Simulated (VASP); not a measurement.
# ZrH: electric field gradients with PBEsol

Crystal: ZrH.

```
CELL_PARAMETERS angstrom
3.28546 0.00000 0.00000
0.00000 3.28546 0.00000
0.00000 0.00000 5.01311
ATOMIC_POSITIONS crystal
Zr 0.00000 0.50000 0.00000
Zr 0.50000 0.00000 0.50000
H 0.00000 0.00000 0.75000
H 0.00000 0.00000 0.25000
```

* Program: VASP 6.6.1
* Task: electric field gradients
* Functional: PBEsol
* Potentials or basis: VASP PAW PBE potentials, release 64 (Zr_sv, H)
* Cutoff: 520 eV
* k mesh: 9 × 9 × 6
* Occupations: fermi-dirac, width 0.02 eV
* Spin: no spin polarisation
* Dipole correction: no
* Further INCAR settings: ALGO = Normal; EDIFF = 1e-08; NBANDS = 21

| Property | Result |
| --- | --- |
| Pressure | -6.7 GPa |
| Band gap on the k mesh | zero (bands 13 and 14 overlap by 0.99 eV) |
| Largest electric field gradient by atom | Zr +69.4; H +0.8 V/Å² |

Stress tensor (GPa, compression positive):
```
-7.03  0.00  0.00
 0.00 -7.03  0.00
 0.00  0.00 -5.98
```

Levels at points of the mesh, in eV from the Fermi level:
```tsv
k point	band 11	band 12	band 13	band 14	band 15	band 16
(0.00, 0.00, 0.00)	-2.89	-2.77	0.05	0.65	0.65	2.20
(0.00, 0.00, 0.50)	-1.65	-1.65	0.05	0.05	1.69	1.69
```

Electric field gradients, principal values (V/Å²):
| atom | least | middle | greatest (by size) |
| --- | --- | --- | --- |
| 1 Zr | -32.831 | -36.575 | 69.405 |
| 2 Zr | -32.831 | -36.575 | 69.405 |
| 3 H | -0.380 | -0.380 | 0.760 |
| 4 H | -0.380 | -0.380 | 0.760 |

Wall time 35 s on 1 thread of AMD EPYC 9R14 (Zen 4), with other jobs on the host, peak memory 0.16 GiB.

Caveat: the cell stands under tension; without QUAD_EFG the Cq values of the log hold for a quadrupole moment of 1 mb, not for the nuclei; the PAW data sets were made with another functional, which shifts forces and pressure a little.
